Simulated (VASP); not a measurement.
# GaN (P6_3mc) in VASP: a series of runs, part 2 of 2

VASP 6.6.1. The steps go on from the part before.

### Step 3. Single point, PBE (volume scaled by 0.94, then relaxed in part)

The input, INCAR:

```
SYSTEM = GaN
  PREC = Accurate
  ENCUT = 520
  EDIFF = 1E-7
  ISMEAR = -1
  SIGMA = 0.02
  LREAL = .FALSE.
  LASPH = .TRUE.
  NELM = 80
  ALGO = Normal
  ISIF = 2
  LWAVE = .FALSE.
  LCHARG = .FALSE.
  GGA = PE
  NBANDS = 26
```

The input, KPOINTS:

```
regular mesh
0
G
  11 11 6
  0 0 0
```

The input, POSCAR:

```
GaN
1.0
    3.1150838257      0.0000000000      0.0000000000
   -1.5575419129      2.6977417280      0.0000000000
    0.0000000000      0.0000000000      5.0605418376
Ga N
2 2
Direct
    0.3333333333      0.6666666667      0.0039408788
    0.6666666667      0.3333333333      0.5039408788
    0.3333333333      0.6666666667      0.3810591212
    0.6666666667      0.3333333333      0.8810591212
```

Potentials or basis: VASP PAW PBE potentials, release 64 (Ga_d, N).

On the command line:

```sh
$ cat potpaw_PBE.64/Ga_d/POTCAR potpaw_PBE.64/N/POTCAR > POTCAR
$ mpirun -np 1 vasp_std > vasp.out
```

OUTCAR:

```text
SYSTEM = GaN
   PREC = Accurate
   ENCUT = 520
   EDIFF = 1E-7
   ISMEAR = -1
   LREAL = .FALSE.
   LASPH = .TRUE.
   NELM = 80
   ISIF = 2
   GGA = PE

 ion  position               nearest neighbor table
   1  0.333  0.667  0.004-   4 1.90   4 1.90   4 1.90   3 1.91
   2  0.667  0.333  0.504-   3 1.90   3 1.90   3 1.90   4 1.91
   3  0.333  0.667  0.381-   2 1.90   2 1.90   2 1.90   1 1.91
   4  0.667  0.333  0.881-   1 1.90   1 1.90   1 1.90   2 1.91

  LATTYP: Found a hexagonal cell.
 ALAT       =     3.1150838257
 C/A-ratio  =     1.6245283019

  Lattice vectors:

 A1 = (   3.1150838257,   0.0000000000,   0.0000000000)
 A2 = (  -1.5575419129,   2.6977417280,   0.0000000000)
 A3 = (   0.0000000000,   0.0000000000,   5.0605418376)

Analysis of symmetry for initial positions (statically):
=====================================================================
 Subroutine PRICEL returns:
 Original cell was already a primitive cell.

 Routine SETGRP: Setting up the symmetry group for a
 hexagonal supercell.

 Subroutine GETGRP returns: Found 12 space group operations
 (whereof  6 operations were pure point group operations)
 out of a pool of 24 trial point group operations.

The static configuration has the point symmetry C_3v.
 The point group associated with its full space group is C_6v.

Analysis of symmetry for dynamics (positions and initial velocities):
=====================================================================
 Subroutine PRICEL returns:
 Original cell was already a primitive cell.

 Routine SETGRP: Setting up the symmetry group for a
 hexagonal supercell.

 Subroutine GETGRP returns: Found 12 space group operations
 (whereof  6 operations were pure point group operations)
 out of a pool of 24 trial point group operations.

The dynamic configuration has the point symmetry C_3v.
[... 114 lines left out ...]
   PSTRESS=    0.0 pullay stress
   NELECT =      36.0000    total number of electrons
   NUPDOWN=      -1.0000    fix difference up-down
   EMIN   =  10.00;   EMAX   =-10.00  energy-range for DOS
   EFERMI =   0.00;   METHOD = LEGACY
   ISMEAR =    -1;   SIGMA  =   0.02  broadening in eV -4-tet -1-fermi 0-gaus
   EFERMI_NEDOS =   21; number of points for ismear=-14 and -15
   IALGO  =     38    algorithm
   IMIX   =      4    mixing-type and parameters
     AMIX     =   0.40;   BMIX     =  1.00
     AMIX_MAG =   1.60;   BMIX_MAG =  1.00
  volume/ion in A,a.u.               =      10.63        71.75
  Fermi-wavevector in a.u.,A,eV,Ry     =   1.548650  2.926524 32.631083  2.398317
  Thomas-Fermi vector in A             =   2.653570
   LORBIT       =      0    0 simple, 1 ext, 2 COOP (PROOUT), +10 PAW based schemes
   GGA     = PE    functional components
   LHFCALC =     F    Hartree Fock is set to
   AEXX    =    0.0000 exact exchange contribution
   IVDW    =     0    specifies the selected vdW correction
   LEPSILON=     F    determine dielectric tensor
   LRPA    =     F    only Hartree local field effects (RPA)
 non-spin polarized calculation
  energy-cutoff  :      520.00
  volume of cell :       42.53
 maximum number of plane-waves:      1182
 NGX is ok and might be reduce to    24
   NGX = 11   NGY = 11   NGZ = 19

 number of electron      36.0000009 magnetization

 Free energy of the ion-electron system (eV)
  ---------------------------------------------------
  ext. energy  EPLUGINS =         0.00000000
  ---------------------------------------------------
  free energy    TOTEN  =       -24.04637560 eV

  energy without entropy =      -24.04637560  energy(sigma->0) =      -24.04637560

 E-fermi :   6.4887     XC(G=0): -12.0588

 val. band max:        6.1250309893   @ k =   0.0000   0.0000   0.0000
 cond. band min:       8.5286940697   @ k =   0.0000   0.0000   0.0000
 fundamental gap:      2.4036630805
 Fermi energy:         6.4886685766

 k-point     1 :       0.0000    0.0000    0.0000
  band No.  band energies     occupation
      1     -10.4920      2.00000
      2      -9.3339      2.00000
      3      -7.3834      2.00000
      4      -7.3669      2.00000
      5      -7.3669      2.00000
      6      -7.2900      2.00000
[... 685 lines left out ...]
     25      17.6652      0.00000
     26      19.1904      0.00000

 [... further k-points ...]
[... 5 lines left out ...]
  --------------------------------------------------------------------------------------
  -------------------------------------------------------------------------------------
  Total        5.6380996      5.6380996      5.8806897     -0.0000000      0.0000000      0.0000000
  in kB      212.4106059    212.4106059    221.5499833     -0.0000000      0.0000000      0.0000000
  external PRESSURE =     215.4570651 kB  Pullay stress =       0.0000000 kB

 VOLUME and BASIS-vectors are now :
 -----------------------------------------------------------------------------
  energy-cutoff  :      520.00
  volume of cell :       42.53
      direct lattice vectors                 reciprocal lattice vectors
     3.115083826  0.000000000  0.000000000     0.321018649  0.185340203  0.000000000
    -1.557541913  2.697741728  0.000000000     0.000000000  0.370680406  0.000000000
     0.000000000  0.000000000  5.060541838     0.000000000  0.000000000  0.197607298

 POSITION                                       TOTAL-FORCE (eV/Angst)
 -----------------------------------------------------------------------------------
     -0.00000      1.79849      0.01994         0.000000     -0.000000      0.007067
      1.55754      0.89925      2.55021        -0.000000      0.000000      0.007067
     -0.00000      1.79849      1.92837         0.000000     -0.000000     -0.007067
      1.55754      0.89925      4.45864        -0.000000      0.000000     -0.007067
 -----------------------------------------------------------------------------------
    total drift:                               -0.000000     -0.000000     -0.000646

  FREE ENERGIE OF THE ION-ELECTRON SYSTEM (eV)
  ---------------------------------------------------
  free  energy   TOTEN  =       -24.0463756049 eV

  energy  without entropy=      -24.0463756049  energy(sigma->0) =      -24.04637560
```

OSZICAR:

```text
N       E                     dE             d eps       ncg     rms          rms(c)
DAV:   1     0.281110992401E+03    0.28111E+03   -0.17657E+04  3656   0.263E+03
DAV:   2     0.705179045367E+01   -0.27406E+03   -0.25887E+03  3592   0.493E+02
DAV:   3    -0.271735529159E+02   -0.34225E+02   -0.33774E+02  3926   0.143E+02
DAV:   4    -0.282932445633E+02   -0.11197E+01   -0.11151E+01  3938   0.275E+01
DAV:   5    -0.283160077809E+02   -0.22763E-01   -0.22746E-01  4082   0.384E+00    0.113E+01
DAV:   6    -0.239562077585E+02    0.43598E+01   -0.99331E+00  5526   0.522E+01    0.308E+00
DAV:   7    -0.240645375672E+02   -0.10833E+00   -0.16195E+00  3574   0.925E+00    0.280E+00
DAV:   8    -0.240596818855E+02    0.48557E-02   -0.13052E-01  4888   0.576E+00    0.696E-01
DAV:   9    -0.240457621121E+02    0.13920E-01   -0.52436E-02  5366   0.416E+00    0.288E-01
DAV:  10    -0.240464620518E+02   -0.69994E-03   -0.34785E-03  3714   0.532E-01    0.879E-02
DAV:  11    -0.240463670537E+02    0.94998E-04   -0.79178E-04  4938   0.517E-01    0.216E-02
DAV:  12    -0.240463733131E+02   -0.62594E-05   -0.84287E-05  3814   0.921E-02    0.905E-03
DAV:  13    -0.240463753891E+02   -0.20760E-05   -0.14330E-05  4914   0.347E-02    0.448E-03
DAV:  14    -0.240463755384E+02   -0.14931E-06   -0.20033E-06  3572   0.117E-02    0.295E-03
DAV:  15    -0.240463756049E+02   -0.66467E-07   -0.12070E-07  2224   0.361E-03
   1 F= -.24046376E+02 E0= -.24046376E+02  d E =-.330259E-10
```

Wall time 36 s (1 thread of Intel Xeon 6975P-C (Granite Rapids), shared host); peak memory 0.19 GiB.

What came out:

- Free energy: -24.0464 eV
- Pressure: 21.5 GPa
- Largest force: 0.007 eV/Å
- Band gap on the k mesh: 2.40 eV, direct

Forces in eV/Å, atoms in the order of the input:
```
Ga   0.000  0.000  0.007
Ga   0.000  0.000  0.007
N    0.000  0.000 -0.007
N    0.000  0.000 -0.007
```

### Step 4. Single point, PBE (volume scaled by 0.96, then relaxed in part)

The input, INCAR:

```
SYSTEM = GaN
PREC = Accurate
ENCUT = 520
EDIFF = 1E-6
ISMEAR = -1
SIGMA = 0.02
LREAL = .False.
LASPH = .True.
NELM = 80
ALGO = Normal
ISIF = 2
LWAVE = .False.
LCHARG = .False.
GGA = PE
NBANDS = 26
```

The input, KPOINTS:

```
regular mesh
0
Gamma
  11 11 6
  0 0 0
```

The input, POSCAR:

```
GaN
1.0
    3.1370217585      0.0000000000      0.0000000000
   -1.5685108793      2.7167405351      0.0000000000
    0.0000000000      0.0000000000      5.0961806304
Ga N
2 2
Direct
    0.3333333333      0.6666666667      0.0039408788
    0.6666666667      0.3333333333      0.5039408788
    0.3333333333      0.6666666667      0.3810591212
    0.6666666667      0.3333333333      0.8810591212
```

On the command line:

```sh
$ cat potpaw_PBE.64/Ga_d/POTCAR potpaw_PBE.64/N/POTCAR > POTCAR
$ mpirun -np 1 vasp_std > vasp.out
```

It took 34 s on 1 thread of Intel Xeon 6975P-C (Granite Rapids), shared host; peak memory 0.19 GiB.

It converged, with:

```
Free energy            : -24.1537 eV
Pressure               : 16.4 GPa
Largest force          : 0.004 eV/Å
Band gap on the k mesh : 2.26 eV, direct
```

Forces on the atoms (eV/Å):
```
Ga   0.000  0.000  0.004
Ga   0.000  0.000  0.004
N    0.000  0.000 -0.004
N    0.000  0.000 -0.004
```

Stress tensor (GPa, compression positive):
```
16.05  0.00  0.00
 0.00 16.05  0.00
 0.00  0.00 16.95
```

Levels at points of the mesh, in eV from the valence-band top:
```tsv
k point	band 15	band 16	band 17	band 18	band 19	band 20	band 21	band 22
(0.00, 0.00, 0.00)	-1.10	-0.03	0.00	0.00	2.26	4.56	9.51	10.17
(0.00, 0.00, 0.50)	-0.57	-0.57	-0.57	-0.57	4.57	4.57	8.75	8.75
```

### Step 5. Single point, PBE (z stretched by -3 %, then relaxed in part)

The input, INCAR:

```
PREC = Accurate
ENCUT = 520
EDIFF = 1E-7
ISMEAR = -1
SIGMA = 0.02
LREAL = False
LASPH = True
NELM = 60
ALGO = Normal
ISIF = 2
LWAVE = False
LCHARG = False
GGA = PE
NBANDS = 26
```

The input, KPOINTS:

```
regular mesh
0
Gamma
  11 11 6
```

The input, POSCAR:

```
GaN
1.0
    3.1800000000      0.0000000000      0.0000000000
   -1.5900000000      2.7539607840      0.0000000000
    0.0000000000      0.0000000000      5.0110200000
Ga N
2 2
Direct
    0.3333333333      0.6666666667      0.0008342218
    0.6666666667      0.3333333333      0.5008342218
    0.3333333333      0.6666666667      0.3841657782
    0.6666666667      0.3333333333      0.8841657782
```

Potentials or basis: VASP PAW PBE potentials, release 64 (Ga_d, N).

On the command line:

```sh
$ cat potpaw_PBE.64/Ga_d/POTCAR potpaw_PBE.64/N/POTCAR > POTCAR
$ mpirun -np 1 vasp_std > vasp.out
```

OUTCAR:

```text
PREC = Accurate
   ENCUT = 520
   EDIFF = 1E-7
   ISMEAR = -1
   LREAL = False
   LASPH = True
   NELM = 60
   ISIF = 2
   GGA = PE

 ion  position               nearest neighbor table
   1  0.333  0.667  0.001-   3 1.92   4 1.93   4 1.93   4 1.93
   2  0.667  0.333  0.501-   4 1.92   3 1.93   3 1.93   3 1.93
   3  0.333  0.667  0.384-   1 1.92   2 1.93   2 1.93   2 1.93
   4  0.667  0.333  0.884-   2 1.92   1 1.93   1 1.93   1 1.93

  LATTYP: Found a hexagonal cell.
 ALAT       =     3.1800000000
 C/A-ratio  =     1.5757924528

  Lattice vectors:

 A1 = (   3.1800000000,   0.0000000000,   0.0000000000)
 A2 = (  -1.5900000000,   2.7539607840,   0.0000000000)
 A3 = (   0.0000000000,   0.0000000000,   5.0110200000)

Analysis of symmetry for initial positions (statically):
=====================================================================
 Subroutine PRICEL returns:
 Original cell was already a primitive cell.

 Routine SETGRP: Setting up the symmetry group for a
 hexagonal supercell.

 Subroutine GETGRP returns: Found 12 space group operations
 (whereof  6 operations were pure point group operations)
 out of a pool of 24 trial point group operations.

The static configuration has the point symmetry C_3v.
 The point group associated with its full space group is C_6v.

Analysis of symmetry for dynamics (positions and initial velocities):
=====================================================================
 Subroutine PRICEL returns:
 Original cell was already a primitive cell.

 Routine SETGRP: Setting up the symmetry group for a
 hexagonal supercell.

 Subroutine GETGRP returns: Found 12 space group operations
 (whereof  6 operations were pure point group operations)
 out of a pool of 24 trial point group operations.

[... 113 lines left out ...]
   POTIM  = 0.5000    time-step for ionic-motion
   TEBEG  =    0.0;   TEEND  =   0.0 temperature during run
   PSTRESS=    0.0 pullay stress
   NELECT =      36.0000    total number of electrons
   NUPDOWN=      -1.0000    fix difference up-down
   EMIN   =  10.00;   EMAX   =-10.00  energy-range for DOS
   EFERMI =   0.00;   METHOD = LEGACY
   ISMEAR =    -1;   SIGMA  =   0.02  broadening in eV -4-tet -1-fermi 0-gaus
   EFERMI_NEDOS =   21; number of points for ismear=-14 and -15
   IALGO  =     38    algorithm
   IMIX   =      4    mixing-type and parameters
     AMIX     =   0.40;   BMIX     =  1.00
     AMIX_MAG =   1.60;   BMIX_MAG =  1.00
  volume/ion in A,a.u.               =      10.97        74.04
  Fermi-wavevector in a.u.,A,eV,Ry     =   1.532517  2.896037 31.954761  2.348609
  Thomas-Fermi vector in A             =   2.639712
   LORBIT       =      0    0 simple, 1 ext, 2 COOP (PROOUT), +10 PAW based schemes
   GGA     = PE    functional components
   LHFCALC =     F    Hartree Fock is set to
   AEXX    =    0.0000 exact exchange contribution
   IVDW    =     0    specifies the selected vdW correction
   LEPSILON=     F    determine dielectric tensor
   LRPA    =     F    only Hartree local field effects (RPA)
 non-spin polarized calculation
  energy-cutoff  :      520.00
  volume of cell :       43.88
 maximum number of plane-waves:      1194
 NGX is ok and might be reduce to    24
   NGX = 11   NGY = 11   NGZ = 19

 number of electron      36.0000011 magnetization

 Free energy of the ion-electron system (eV)
  ---------------------------------------------------
  ext. energy  EPLUGINS =         0.00000000
  ---------------------------------------------------
  free energy    TOTEN  =       -24.16751859 eV

  energy without entropy =      -24.16751859  energy(sigma->0) =      -24.16751859

 E-fermi :   6.3056     XC(G=0): -11.8847

 val. band max:        5.8559290294   @ k =   0.0000   0.0000   0.0000
 cond. band min:       7.9869369532   @ k =   0.0000   0.0000   0.0000
 fundamental gap:      2.1310079238
 Fermi energy:         6.3055571626

 k-point     1 :       0.0000    0.0000    0.0000
  band No.  band energies     occupation
      1     -10.5655      2.00000
      2      -9.4949      2.00000
      3      -7.6911      2.00000
      4      -7.6906      2.00000
      5      -7.6906      2.00000
      6      -7.6179      2.00000
[... 685 lines left out ...]
     25      17.0591      0.00000
     26      18.5783      0.00000

 [... further k-points ...]
[... 5 lines left out ...]
  --------------------------------------------------------------------------------------
  -------------------------------------------------------------------------------------
  Total        2.9360230      2.9360230      5.4993961      0.0000000      0.0000000      0.0000000
  in kB      107.1911747    107.1911747    200.7772859      0.0000000      0.0000000      0.0000000
  external PRESSURE =     138.3865451 kB  Pullay stress =       0.0000000 kB

 VOLUME and BASIS-vectors are now :
 -----------------------------------------------------------------------------
  energy-cutoff  :      520.00
  volume of cell :       43.88
      direct lattice vectors                 reciprocal lattice vectors
     3.180000000  0.000000000  0.000000000     0.314465409  0.181556688  0.000000000
    -1.590000000  2.753960784  0.000000000     0.000000000  0.363113377  0.000000000
     0.000000000  0.000000000  5.011020000     0.000000000  0.000000000  0.199560169

 POSITION                                       TOTAL-FORCE (eV/Angst)
 -----------------------------------------------------------------------------------
     -0.00000      1.83597      0.00418         0.000000      0.000000      0.002803
      1.59000      0.91799      2.50969         0.000000      0.000000      0.002803
     -0.00000      1.83597      1.92506         0.000000      0.000000     -0.002803
      1.59000      0.91799      4.43057        -0.000000     -0.000000     -0.002803
 -----------------------------------------------------------------------------------
    total drift:                               -0.000001     -0.000001     -0.000753

  FREE ENERGIE OF THE ION-ELECTRON SYSTEM (eV)
  ---------------------------------------------------
  free  energy   TOTEN  =       -24.1675185940 eV

  energy  without entropy=      -24.1675185940  energy(sigma->0) =      -24.16751859
```

Run time: 34 s. Hardware: 1 thread of Intel Xeon 6975P-C (Granite Rapids), shared host; peak memory 0.19 GiB.

Results:

* Free energy: -24.1675 eV
* Pressure: 13.8 GPa
* Band gap on the k mesh: 2.13 eV, direct

Forces on the atoms (eV/Å):
```
Ga   0.000  0.000  0.003
Ga   0.000  0.000  0.003
N    0.000  0.000 -0.003
N    0.000  0.000 -0.003
```

Caveat: the cell differs from its parent crystal (z stretched by -3 %, then relaxed in part).

### Step 6. Overview

| cell | gap on the mesh (eV) | pressure (GPa) |
| --- | --- | --- |
| a = 3.242, b = 3.242, c = 5.267 Å, angles 90.0, 90.0, 120.0°, 4 atoms | 1.59 | -3.1 |
| a = 3.115, b = 3.115, c = 5.061 Å, angles 90.0, 90.0, 120.0°, 4 atoms | 2.40 | 21.5 |
| a = 3.137, b = 3.137, c = 5.096 Å, angles 90.0, 90.0, 120.0°, 4 atoms | 2.26 | 16.4 |
| a = 3.180, b = 3.180, c = 5.011 Å, angles 90.0, 90.0, 120.0°, 4 atoms | 2.13 | 13.8 |

Alike in all rows: task single point; level PBE; potentials or basis VASP PAW PBE potentials, release 64 (Ga_d, N); no spin polarisation; k mesh 11 × 11 × 6; cutoff (eV) 520; smearing fermi-dirac 0.02 eV.

Absolute energies hang on the potentials; compare differences alone.
